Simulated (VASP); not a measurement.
# Ag (Fm-3m) in VASP: single point with PBEsol+U

Aim: the single point of Ag with PBEsol+U.

Everything below comes from runs of VASP 6.6.1. Logs are shortened: lines on timing, memory, paths and dates and some standing lists are left out, and cuts for length are marked.

## 1. The cell of the first run

Symmetry: Fm-3m, No. 225, cubic system. Conventional cell: a = 4.069 Å, b = 4.069 Å, c = 4.069 Å, α = 90.00°, β = 90.00°, γ = 90.00°. Ag (site symmetry m-3m) has 12 Ag at 2.88 Å within 3.8 Å.

## 2. Single point, PBEsol+U

Input file INCAR:

```
SYSTEM = Ag
PREC = Accurate
ENCUT = 630
EDIFF = 1E-6
ISMEAR = -1
SIGMA = 0.1
LREAL = .FALSE.
LASPH = .TRUE.
NELM = 200
ALGO = Normal
ISIF = 2
LWAVE = .FALSE.
LCHARG = .FALSE.
LMAXMIX = 4
LDAU = .TRUE.
LDAUTYPE = 2
LDAUL = 2
LDAUU = 6
LDAUJ = 0
LDAUPRINT = 1
GGA = PS
NBANDS = 16
GGA_COMPAT = .FALSE.
```

Input file KPOINTS:

```
Automatic mesh
0
G
  8 8 8
  0 0 0
```

Input file POSCAR:

```
Ag
1.0
    0.0000000000      2.0342650000      2.0342650000
    2.0342650000      0.0000000000      2.0342650000
    2.0342650000      2.0342650000      0.0000000000
Ag
1
Direct
    0.0000000000      0.0000000000      0.0000000000
```

Potentials or basis: VASP PAW PBE potentials, release 64 (Ag_sv_GW).

On the command line:

```
cat potpaw_PBE.64/Ag_sv_GW/POTCAR > POTCAR
mpirun -np 1 vasp_std > vasp.out
```

OUTCAR:

```text
SYSTEM = Ag
   PREC = Accurate
   ENCUT = 630
   EDIFF = 1E-6
   ISMEAR = -1
   LREAL = .FALSE.
   LASPH = .TRUE.
   NELM = 200
   ISIF = 2
   GGA = PS

 ion  position               nearest neighbor table
   1  0.000  0.000  0.000-

  LATTYP: Found a face centered cubic cell.
 ALAT       =     4.0685300000

  Lattice vectors:

 A1 = (   0.0000000000,   2.0342650000,   2.0342650000)
 A2 = (   2.0342650000,   0.0000000000,   2.0342650000)
 A3 = (   2.0342650000,   2.0342650000,   0.0000000000)

Analysis of symmetry for initial positions (statically):
=====================================================================
 Subroutine PRICEL returns:
 Original cell was already a primitive cell.

 Routine SETGRP: Setting up the symmetry group for a
 face centered cubic supercell.

 Subroutine GETGRP returns: Found 48 space group operations
 (whereof 48 operations were pure point group operations)
 out of a pool of 48 trial point group operations.

The static configuration has the point symmetry O_h .

Analysis of symmetry for dynamics (positions and initial velocities):
=====================================================================
 Subroutine PRICEL returns:
 Original cell was already a primitive cell.

 Routine SETGRP: Setting up the symmetry group for a
 face centered cubic supercell.

 Subroutine GETGRP returns: Found 48 space group operations
 (whereof 48 operations were pure point group operations)
 out of a pool of 48 trial point group operations.

The dynamic configuration has the point symmetry O_h .

 Subroutine INISYM returns: Found 48 space group operations
 (whereof 48 operations are pure point group operations),
 and found     1 'primitive' translations

----------------------------------------------------------------------------------------

                                     Primitive cell

  volume of cell :      16.8365

[... 128 lines left out ...]

 onsite density matrix

spin component  1

  0.8616 -0.0000  0.0000 -0.0000  0.0000
 -0.0000  0.8616 -0.0000 -0.0000  0.0000
  0.0000 -0.0000  0.8704  0.0000  0.0000
 -0.0000 -0.0000  0.0000  0.8616  0.0000
  0.0000  0.0000  0.0000  0.0000  0.8704

spin component  2

  0.8616 -0.0000  0.0000 -0.0000  0.0000
 -0.0000  0.8616 -0.0000 -0.0000  0.0000
  0.0000 -0.0000  0.8704  0.0000  0.0000
 -0.0000 -0.0000  0.0000  0.8616  0.0000
  0.0000  0.0000  0.0000  0.0000  0.8704

 occupancies and eigenvectors

  o =  0.8616  v =  0.0000  0.1145  0.0000  0.9934 -0.0000  0.0000  0.0000  0.0000  0.0000  0.0000      0.0000  0.0000  0.0000  0.0000  0.0000  0.0000  0.0000  0.0000  0.0000  0.0000
  o =  0.8616  v =  0.0000  0.0000  0.0000  0.0000  0.0000  0.0000  0.1145  0.0000  0.9934 -0.0000      0.0000  0.0000  0.0000  0.0000  0.0000  0.0000  0.0000  0.0000  0.0000  0.0000
  o =  0.8616  v =  0.0000  0.0000  0.0000  0.0000  0.0000  1.0000  0.0000  0.0000  0.0000  0.0000      0.0000  0.0000  0.0000  0.0000  0.0000  0.0000  0.0000  0.0000  0.0000  0.0000
  o =  0.8616  v =  1.0000  0.0000  0.0000  0.0000  0.0000  0.0000  0.0000  0.0000  0.0000  0.0000      0.0000  0.0000  0.0000  0.0000  0.0000  0.0000  0.0000  0.0000  0.0000  0.0000
  o =  0.8616  v =  0.0000 -0.9934 -0.0000  0.1145 -0.0000  0.0000  0.0000  0.0000  0.0000  0.0000      0.0000  0.0000  0.0000  0.0000  0.0000  0.0000  0.0000  0.0000  0.0000  0.0000
  o =  0.8616  v =  0.0000  0.0000  0.0000  0.0000  0.0000  0.0000 -0.9934 -0.0000  0.1145 -0.0000      0.0000  0.0000  0.0000  0.0000  0.0000  0.0000  0.0000  0.0000  0.0000  0.0000
  o =  0.8704  v =  0.0000  0.0000  0.0000  0.0000  0.0000  0.0000  0.0000 -0.9993  0.0000 -0.0367      0.0000  0.0000  0.0000  0.0000  0.0000  0.0000  0.0000  0.0000  0.0000  0.0000
  o =  0.8704  v =  0.0000  0.0000 -0.9993  0.0000 -0.0367  0.0000  0.0000  0.0000  0.0000  0.0000      0.0000  0.0000  0.0000  0.0000  0.0000  0.0000  0.0000  0.0000  0.0000  0.0000
  o =  0.8704  v =  0.0000 -0.0000 -0.0367  0.0000  0.9993  0.0000  0.0000  0.0000  0.0000  0.0000      0.0000  0.0000  0.0000  0.0000  0.0000  0.0000  0.0000  0.0000  0.0000  0.0000
  o =  0.8704  v =  0.0000  0.0000  0.0000  0.0000  0.0000  0.0000 -0.0000 -0.0367  0.0000  0.9993      0.0000  0.0000  0.0000  0.0000  0.0000  0.0000  0.0000  0.0000  0.0000  0.0000

 number of electron      18.9999997 magnetization

 Free energy of the ion-electron system (eV)
  ---------------------------------------------------
  ext. energy  EPLUGINS =         0.00000000
  ---------------------------------------------------
  free energy    TOTEN  =         2.45416488 eV

  energy without entropy =        2.46420099  energy(sigma->0) =        2.45918293

 E-fermi :   6.7611     XC(G=0): -12.7042

 val. band max:        6.7358181016   @ k =   0.5000   0.0000   0.0000
 cond. band min:       7.1452744759   @ k =   0.5000   0.3750   0.1250
 fundamental gap:      0.4094563742
 Fermi energy:         6.7610935594

 k-point     1 :       0.0000    0.0000    0.0000
  band No.  band energies     occupation
      1     -83.6672      2.00000
      2     -47.1404      2.00000
      3     -47.1404      2.00000
      4     -47.1404      2.00000
      5      -0.6807      2.00000
      6       1.1619      2.00000
[... 433 lines left out ...]
      3     -47.2151      2.00000
      4     -47.1833      2.00000
      5       0.3974      2.00000
      6       0.7295      2.00000
[... 8 lines left out ...]
     15      30.1186      0.00000
     16      34.1028      0.00000

 [... further k-points ...]

------------------------ aborting loop because EDIFF is reached ----------------------------------------

  FORCE on cell =-STRESS in cart. coord.  units (eV):
  Direction    XX          YY          ZZ          XY          YZ          ZX
  --------------------------------------------------------------------------------------
  -------------------------------------------------------------------------------------
  Total        0.1387721      0.1387721      0.1387721     -0.0000000     -0.0000000     -0.0000000
  in kB       13.2056653     13.2056653     13.2056653     -0.0000000     -0.0000000     -0.0000000
  external PRESSURE =      13.2056653 kB  Pullay stress =       0.0000000 kB

 VOLUME and BASIS-vectors are now :
 -----------------------------------------------------------------------------
  energy-cutoff  :      630.00
  volume of cell :       16.84
      direct lattice vectors                 reciprocal lattice vectors
     0.000000000  2.034265000  2.034265000    -0.245789020  0.245789020  0.245789020
     2.034265000  0.000000000  2.034265000     0.245789020 -0.245789020  0.245789020
     2.034265000  2.034265000  0.000000000     0.245789020  0.245789020 -0.245789020

 POSITION                                       TOTAL-FORCE (eV/Angst)
 -----------------------------------------------------------------------------------
      0.00000      0.00000      0.00000         0.000000     -0.000000     -0.000000
 -----------------------------------------------------------------------------------
    total drift:                                0.000000     -0.000000      0.000000

  FREE ENERGIE OF THE ION-ELECTRON SYSTEM (eV)
  ---------------------------------------------------
  free  energy   TOTEN  =         2.4541648788 eV

  energy  without entropy=        2.4642009882  energy(sigma->0) =        2.45918293
```

OSZICAR:

```text
N       E                     dE             d eps       ncg     rms          rms(c)
DAV:   1     0.327670827466E+03    0.32767E+03   -0.13032E+04   944   0.174E+03
DAV:   2     0.114390382249E+02   -0.31623E+03   -0.29002E+03   928   0.624E+02
DAV:   3     0.221130019330E+01   -0.92277E+01   -0.91812E+01  1424   0.129E+02
DAV:   4     0.204911375464E+01   -0.16219E+00   -0.16217E+00  1072   0.165E+01
DAV:   5     0.203592843369E+01   -0.13185E-01   -0.13185E-01  1680   0.449E+00    0.419E+00
DAV:   6     0.243367002828E+01    0.39774E+00   -0.99280E-01  1400   0.262E+01    0.169E+00
DAV:   7     0.244884286450E+01    0.15173E-01   -0.31287E-02  1296   0.294E+00    0.101E+00
DAV:   8     0.245423136229E+01    0.53885E-02   -0.14643E-02  1424   0.238E+00    0.194E-01
DAV:   9     0.245417534412E+01   -0.56018E-04   -0.14420E-04  1320   0.183E-01    0.604E-02
DAV:  10     0.245416493479E+01   -0.10409E-04   -0.87692E-06  1416   0.467E-02    0.474E-03
DAV:  11     0.245416487884E+01   -0.55943E-07   -0.21732E-07   872   0.587E-03
   1 F= 0.24541649E+01 E0= 0.24591829E+01  d E =-.100361E-01
```

Run time: 26 s. Hardware: 1 thread of AMD EPYC, shared host; peak memory 0.12 GiB.

Results:

* Free energy: 2.4542 eV
* Pressure: 1.3 GPa
* Band gap on the k mesh: zero (an odd number of electrons rules out a gap without spin polarisation)

Eigenvalues of the final occupation matrices:
```
    site  spin  trace               eigenvalues
site 1 d     1   4.33  0.86 0.86 0.86 0.87 0.87
site 1 d     2   4.33  0.86 0.86 0.86 0.87 0.87
```

Caveat: the PAW data sets were made with another functional, which shifts forces and pressure a little; U without spin polarisation on a metal has little footing; the U is typed as a test and isn't derived for this compound.

The gap in the log of VASP goes by the Fermi energy; the results here count the filled bands.